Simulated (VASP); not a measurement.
Input of a VASP 6.6.1 run:

The input INCAR:

```
PREC     = Accurate       # precision mode
ENCUT    = 520            # plane-wave cutoff, eV
EDIFF    = 1E-6           # SCF threshold, eV
ISMEAR   = -1             # smearing method
SIGMA    = 0.1            # smearing width, eV
LREAL    = False          # projectors in reciprocal space
LASPH    = True           # aspherical terms in the spheres
NELM     = 80             # most SCF steps
ALGO     = Normal         # electronic algorithm
ISIF     = 2              # what is computed and relaxed
LWAVE    = False          # write WAVECAR
LCHARG   = False          # write CHGCAR
GGA      = PS             # functional
NBANDS   = 12             # bands
```

KPOINTS

```
Automatic mesh
0
Gamma
  13 13 13
```

POSCAR

```
Ag
1.0
    0.0000000000      2.0261364383      2.0261364383
    2.0261364383      0.0000000000      2.0261364383
    2.0261364383      2.0261364383      0.0000000000
Ag
1
Direct
    0.0000000000      0.0000000000      0.0000000000
```

Potentials or basis: VASP PAW PBE potentials, release 64 (Ag).

Launch:

```console
$ cat potpaw_PBE.64/Ag/POTCAR > POTCAR
$ mpirun -np 1 vasp_std > vasp.out
```

**Question.** Predict the pressure.

**Answer.** -0.2 GPa.

Caveat: the PAW data sets were made with another functional, which shifts forces and pressure a little.
